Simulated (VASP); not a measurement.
# C (R-3m) in VASP: notebook

Runs on C. Level: PBE. Tasks: single point.

Program: VASP 6.6.1. These are calculated values, not measurements. Logs are shortened: lines on timing, memory, paths and dates and some standing lists are left out, and cuts for length are marked.

## Step 1: The cell of the first run

Symmetry: R-3m, No. 166, trigonal system. Conventional cell: a = 2.990 Å, b = 2.990 Å, c = 4.395 Å, α = 90.00°, β = 90.00°, γ = 120.00°. C (site symmetry 3m) has 1 C at 1.10 Å within 1.5 Å.

## Step 2: Single point, PBE

INCAR reads:

```
ALGO     = Normal         # electronic algorithm
EDIFF    = 1E-6           # SCF threshold, eV
ENCUT    = 520            # plane-wave cutoff, eV
GGA      = PE             # functional
ISIF     = 2              # what is computed and relaxed
ISMEAR   = 0              # smearing method
LASPH    = T              # aspherical terms in the spheres
LCHARG   = F              # write CHGCAR
LREAL    = F              # projectors in reciprocal space
LWAVE    = F              # write WAVECAR
NBANDS   = 11             # bands
NELM     = 100            # most SCF steps
PREC     = Accurate       # precision mode
SIGMA    = 0.05           # smearing width, eV
```

KPOINTS reads:

```
k-points
0
Gamma
  12 12 12
```

POSCAR reads:

```
C
1.0
   -0.5638545350      1.5505999714      1.5505999714
    1.5505999714     -0.5638545350      1.5505999714
    1.5505999714      1.5505999714     -0.5638545350
C
2
Direct
    0.5000000000      0.5000000000      0.5000000000
    0.7500000000      0.7500000000      0.7500000000
```

Potentials or basis: VASP PAW PBE potentials, release 64 (C).

Launch:

```sh
$ cat potpaw_PBE.64/C/POTCAR > POTCAR
$ mpirun -np 1 vasp_std > vasp.out
```

OUTCAR:

```text
EDIFF = 1E-6
   ENCUT = 520
   GGA = PE
   ISIF = 2
   ISMEAR = 0
   LASPH = T
   LREAL = F
   NELM = 100
   PREC = Accurate

 ion  position               nearest neighbor table
   1  0.500  0.500  0.500-   2 1.10   2 1.76   2 1.76   2 1.76
   2  0.750  0.750  0.750-   1 1.10   1 1.76   1 1.76   1 1.76

  LATTYP: Found a trigonal (rhomboedric) cell.
 ALAT       =     2.2642112267
 COS(alpha) =     0.1279069768

  Lattice vectors:

 A1 = (  -0.5638545350,   1.5505999714,   1.5505999714)
 A2 = (   1.5505999714,  -0.5638545350,   1.5505999714)
 A3 = (   1.5505999714,   1.5505999714,  -0.5638545350)

Analysis of symmetry for initial positions (statically):
=====================================================================
 Subroutine PRICEL returns:
 Original cell was already a primitive cell.

 Routine SETGRP: Setting up the symmetry group for a
 trigonal (rhombohedral) supercell.

 Subroutine GETGRP returns: Found 12 space group operations
 (whereof  6 operations were pure point group operations)
 out of a pool of 12 trial point group operations.

The static configuration has the point symmetry C_3v.
 The point group associated with its full space group is D_3d.

Analysis of symmetry for dynamics (positions and initial velocities):
=====================================================================
 Subroutine PRICEL returns:
 Original cell was already a primitive cell.

 Routine SETGRP: Setting up the symmetry group for a
 trigonal (rhombohedral) supercell.

 Subroutine GETGRP returns: Found 12 space group operations
 (whereof  6 operations were pure point group operations)
 out of a pool of 12 trial point group operations.

The dynamic configuration has the point symmetry C_3v.
 The point group associated with its full space group is D_3d.

 Subroutine INISYM returns: Found 12 space group operations
 (whereof  6 operations are pure point group operations),
 and found     1 'primitive' translations

----------------------------------------------------------------------------------------

                                     Primitive cell

  volume of cell :      11.3443

  direct lattice vectors                    reciprocal lattice vectors
    -0.563854535  1.550599971  1.550599971    -0.183919251  0.289015966  0.289015966
     1.550599971 -0.563854535  1.550599971     0.289015966 -0.183919251  0.289015966
     1.550599971  1.550599971 -0.563854535     0.289015966  0.289015966 -0.183919251

  length of vectors
     2.264211227  2.264211227  2.264211227     0.448203913  0.448203913  0.448203913
[... 90 lines left out ...]
   TEBEG  =    0.0;   TEEND  =   0.0 temperature during run
   PSTRESS=    0.0 pullay stress
   NELECT =       8.0000    total number of electrons
   NUPDOWN=      -1.0000    fix difference up-down
   EMIN   =  10.00;   EMAX   =-10.00  energy-range for DOS
   EFERMI =   0.00;   METHOD = LEGACY
   ISMEAR =     0;   SIGMA  =   0.05  broadening in eV -4-tet -1-fermi 0-gaus
   EFERMI_NEDOS =   21; number of points for ismear=-14 and -15
   IALGO  =     38    algorithm
   IMIX   =      4    mixing-type and parameters
     AMIX     =   0.40;   BMIX     =  1.00
     AMIX_MAG =   1.60;   BMIX_MAG =  1.00
  volume/ion in A,a.u.               =       5.67        38.28
  Fermi-wavevector in a.u.,A,eV,Ry     =   1.457178  2.753668 28.890189  2.123369
  Thomas-Fermi vector in A             =   2.574010
   LORBIT       =      0    0 simple, 1 ext, 2 COOP (PROOUT), +10 PAW based schemes
   GGA     = PE    functional components
   LHFCALC =     F    Hartree Fock is set to
   AEXX    =    0.0000 exact exchange contribution
   IVDW    =     0    specifies the selected vdW correction
   LEPSILON=     F    determine dielectric tensor
   LRPA    =     F    only Hartree local field effects (RPA)
 non-spin polarized calculation
 Gauss-broadening in eV      SIGMA  =   0.05
  energy-cutoff  :      520.00
  volume of cell :       11.34
 maximum number of plane-waves:       322
 NGX is ok and might be reduce to    18

 number of electron       8.0000003 magnetization

 Free energy of the ion-electron system (eV)
  ---------------------------------------------------
  ext. energy  EPLUGINS =         0.00000000
  ---------------------------------------------------
  free energy    TOTEN  =       -10.05243188 eV

  energy without entropy =      -10.05192848  energy(sigma->0) =      -10.05218018

 E-fermi :  10.6767     XC(G=0): -13.1613

 val. band max:       10.6533476668   @ k =  -0.4167   0.5000   0.1667
 cond. band min:      10.6853005512   @ k =  -0.4167  -0.4167   0.0833
 fundamental gap:      0.0319528844
 Fermi energy:        10.6767383846

 k-point     1 :       0.0000    0.0000    0.0000
  band No.  band energies     occupation
      1     -12.5314      2.00000
      2       5.4007      2.00000
      3      10.4196      2.00000
      4      10.4196      2.00000
      5      11.5634      0.00000
      6      11.5634      0.00000
      7      13.2903      0.00000
      8      31.7289      0.00000
      9      39.3196      0.00000
     10      39.3196      0.00000
     11      40.9913      0.00000
[... 309 lines left out ...]
 k-point    24 :      -0.4167    0.1667    0.0000
  band No.  band energies     occupation
      1      -8.6403      2.00000
      2      -2.8529      2.00000
      3       4.5864      2.00000
      4       9.5788      2.00000
      5      14.2011      0.00000
      6      16.2703      0.00000
      7      22.6374      0.00000
      8      26.4614      0.00000
      9      30.5758      0.00000
     10      35.0480      0.00000
     11      36.5792      0.00000

 [... further k-points ...]

------------------------ aborting loop because EDIFF is reached ----------------------------------------

  FORCE on cell =-STRESS in cart. coord.  units (eV):
  Direction    XX          YY          ZZ          XY          YZ          ZX
  --------------------------------------------------------------------------------------
  -------------------------------------------------------------------------------------
  Total       13.4137329     13.4137329     13.4137329     15.2987002     15.2987002     15.2987002
  in kB     1894.4535151   1894.4535151   1894.4535151   2160.6719458   2160.6719458   2160.6719458
  external PRESSURE =    1894.4535151 kB  Pullay stress =       0.0000000 kB

 VOLUME and BASIS-vectors are now :
 -----------------------------------------------------------------------------
  energy-cutoff  :      520.00
  volume of cell :       11.34
      direct lattice vectors                 reciprocal lattice vectors
    -0.563854535  1.550599971  1.550599971    -0.183919251  0.289015966  0.289015966
     1.550599971 -0.563854535  1.550599971     0.289015966 -0.183919251  0.289015966
     1.550599971  1.550599971 -0.563854535     0.289015966  0.289015966 -0.183919251

 POSITION                                       TOTAL-FORCE (eV/Angst)
 -----------------------------------------------------------------------------------
      1.26867      1.26867      1.26867       -14.701583    -14.701583    -14.701583
      1.90301      1.90301      1.90301        14.701583     14.701583     14.701583
 -----------------------------------------------------------------------------------
    total drift:                                0.000000     -0.000000      0.000000

  FREE ENERGIE OF THE ION-ELECTRON SYSTEM (eV)
  ---------------------------------------------------
  free  energy   TOTEN  =       -10.0524318765 eV

  energy  without entropy=      -10.0519284799  energy(sigma->0) =      -10.05218018
```

It took 20 s on 1 thread of AMD EPYC 7R43 (Zen 3), shared host; peak memory 0.09 GiB.

What came out:

```yaml
Free_energy: -10.0524 eV
Pressure: 189.4 GPa
Largest_force: 25.464 eV/Å
Band_gap_on_the_k_mesh: zero (band 4 reaches 12.04 eV, above the bottom of band 5 at 10.13 eV)
```

Forces in eV/Å, atoms in the order of the input:
```
C   -14.702 -14.702 -14.702
C    14.702  14.702  14.702
```

Stress tensor (GPa, compression positive):
```
189.45 216.07 216.07
216.07 189.45 216.07
216.07 216.07 189.45
```

Caveat: forces of over 1 eV/Å act on the atoms, so gaps and moduli don't describe the material at rest.

## Step 3: Single point, PBE

This run uses another cell than the first one, of the same volume but with other edges.

INCAR reads:

```
SYSTEM = C
PREC = Accurate ; ENCUT = 520
EDIFF = 1E-6 ; ISMEAR = 0
SIGMA = 0.05 ; LREAL = .FALSE.
LASPH = .TRUE. ; NELM = 100
ALGO = Normal ; ISIF = 2
LWAVE = .FALSE. ; LCHARG = .FALSE.
GGA = PE ; NBANDS = 11
```

KPOINTS reads:

```
Automatic mesh
0
G
  12 12 12
  0 0 0
```

POSCAR reads:

```
C
1.0
   -0.1882676870      1.6944091832      1.6944091832
    1.6944091832     -0.1882676870      1.6944091832
    1.6944091832      1.6944091832     -0.1882676870
C
2
Direct
    0.5000000000      0.5000000000      0.5000000000
    0.7500000000      0.7500000000      0.7500000000
```

Potentials or basis: VASP PAW PBE potentials, release 64 (C).

Launch:

```sh
$ cat potpaw_PBE.64/C/POTCAR > POTCAR
$ mpirun -np 1 vasp_std > vasp.out
```

Wall time 18 s (1 thread of AMD EPYC 7R43 (Zen 3), shared host); peak memory 0.09 GiB.

Results (log left out):

```
Free energy            : -17.4228 eV
Pressure               : 19.0 GPa
Largest force          : 2.396 eV/Å
Band gap on the k mesh : 2.53 eV, indirect (least direct gap 3.76 eV)
```

Forces on the atoms (eV/Å):
```
C   -1.383 -1.383 -1.383
C    1.383  1.383  1.383
```

Stress tensor (GPa, compression positive):
```
18.96 68.58 68.58
68.58 18.96 68.58
68.58 68.58 18.96
```

Levels at points of the mesh, in eV from the valence-band top:
```tsv
k point	band 2	band 3	band 4	band 5	band 6	band 7
(0.00, 0.00, 0.00)	-0.88	0.00	0.00	3.76	3.76	6.45
(0.50, 0.00, 0.00)	-13.58	-2.87	-1.98	6.79	7.80	12.72
(0.50, 0.50, 0.00)	-12.32	-7.64	-5.04	2.53	6.94	14.93
(0.50, 0.50, 0.50)	-13.44	-4.47	-4.47	5.17	7.24	7.24
```

Caveat: forces of over 1 eV/Å act on the atoms, so gaps and moduli don't describe the material at rest.

## Step 4: Single point, PBE

This run uses another cell than the first one, of the same volume but with other edges.

INCAR reads:

```
ALGO = Normal
EDIFF = 1E-6
ENCUT = 520
GGA = PE
ISIF = 2
ISMEAR = 0
LASPH = True
LCHARG = False
LREAL = False
LWAVE = False
NBANDS = 11
NELM = 80
PREC = Accurate
SIGMA = 0.05
```

KPOINTS reads:

```
k-points
0
Gamma
  12 12 12
```

POSCAR reads:

```
C
1.0
    0.2237658205      1.9020094744      1.9020094744
    1.9020094744      0.2237658205      1.9020094744
    1.9020094744      1.9020094744      0.2237658205
C
2
Direct
    0.5000000000      0.5000000000      0.5000000000
    0.7500000000      0.7500000000      0.7500000000
```

Launch:

```sh
$ cat potpaw_PBE.64/C/POTCAR > POTCAR
$ mpirun -np 1 vasp_std > vasp.out
```

Run time: 22 s. Hardware: 1 thread of AMD EPYC 7R43 (Zen 3), shared host; peak memory 0.09 GiB.

Results (log left out):

```yaml
Free_energy: -17.3510 eV
Pressure: 19.2 GPa
Largest_force: 0.978 eV/Å
Band_gap_on_the_k_mesh: 0.63 eV, direct
```

Forces on the atoms (eV/Å):
```
C   -0.564 -0.564 -0.564
C    0.564  0.564  0.564
```

Stress tensor (GPa, compression positive):
```
 19.18 -62.67 -62.67
-62.67  19.18 -62.67
-62.67 -62.67  19.18
```

Levels at points of the mesh, in eV from the valence-band top:
```
           k point  band 2  band 3  band 4  band 5  band 6  band 7
(0.00, 0.00, 0.00)   -1.27    0.00    0.00    0.63    7.12    7.12
(0.50, 0.00, 0.00)  -13.86   -3.61   -3.42    4.39    9.18    9.73
(0.50, 0.50, 0.00)  -12.83   -7.23   -5.44    2.41    6.91   14.31
(0.50, 0.50, 0.50)  -13.57   -1.47   -1.47    9.12    9.12   12.83
```

## Step 5: Single point, PBE

This run uses another cell than the first one, of the same volume but with other edges.

INCAR reads:

```
SYSTEM = C
PREC = Accurate
ENCUT = 520
EDIFF = 1E-6
ISMEAR = 0
SIGMA = 0.05
LREAL = .False.
LASPH = .True.
NELM = 60
ALGO = Normal
ISIF = 2
LWAVE = .False.
LCHARG = .False.
GGA = PE
NBANDS = 11
```

KPOINTS reads:

```
regular mesh
0
Gamma
  12 12 12
  0 0 0
```

POSCAR reads:

```
C
1.0
    0.6973314237      2.1916130458      2.1916130458
    2.1916130458      0.6973314237      2.1916130458
    2.1916130458      2.1916130458      0.6973314237
C
2
Direct
    0.5000000000      0.5000000000      0.5000000000
    0.7500000000      0.7500000000      0.7500000000
```

Launch:

```sh
$ cat potpaw_PBE.64/C/POTCAR > POTCAR
$ mpirun -np 1 vasp_std > vasp.out
```

Run time: 34 s. Hardware: 1 thread of AMD EPYC 7R43 (Zen 3), shared host; peak memory 0.1 GiB.

Results (log left out):

```yaml
Free_energy: -12.7017 eV
Pressure: 107.8 GPa
Largest_force: 3.052 eV/Å
Band_gap_on_the_k_mesh: zero (band 4 reaches 12.18 eV, above the bottom of band 5 at 7.29 eV)
```

Forces in eV/Å, atoms in the order of the input:
```
C   -1.762 -1.762 -1.762
C    1.762  1.762  1.762
```

Stress tensor (GPa, compression positive):
```
 107.76 -106.46 -106.46
-106.46  107.76 -106.46
-106.46 -106.46  107.76
```

Levels at points of the mesh, in eV from the Fermi level:
```csv
k point,band 2,band 3,band 4,band 5,band 6,band 7
"(0.00, 0.00, 0.00)",-6.96,-4.87,2.36,2.36,10.60,10.60
"(0.50, 0.00, 0.00)",-14.74,-3.00,-2.80,0.03,10.10,11.26
"(0.50, 0.50, 0.00)",-14.27,-5.39,-3.15,0.28,8.89,11.69
"(0.50, 0.50, 0.50)",-13.37,2.09,2.09,5.28,11.14,11.14
```

Caveat: forces of over 1 eV/Å act on the atoms, so gaps and moduli don't describe the material at rest.

## Step 6: Summary

```csv
cell,gap on the mesh (eV),pressure (GPa),largest force (eV/Å)
"a = 2.264 Å, angles 82.7°, 2 atoms",none,189.4,25.46
"a = 2.404 Å, angles 67.3°, 2 atoms",2.53,19.0,2.40
"a = 2.699 Å, angles 52.2°, 2 atoms",0.63,19.2,0.98
"a = 3.177 Å, angles 38.9°, 2 atoms",none,107.8,3.05
```

Alike in all rows: task single point; level PBE; potentials or basis VASP PAW PBE potentials, release 64 (C); no spin polarisation; k mesh 12 × 12 × 12; cutoff (eV) 520; smearing gaussian 0.05 eV.

Caveats: forces of over 1 eV/Å act on the atoms, so gaps and moduli don't describe the material at rest (some runs).

Absolute energies hang on the potentials; compare differences alone.
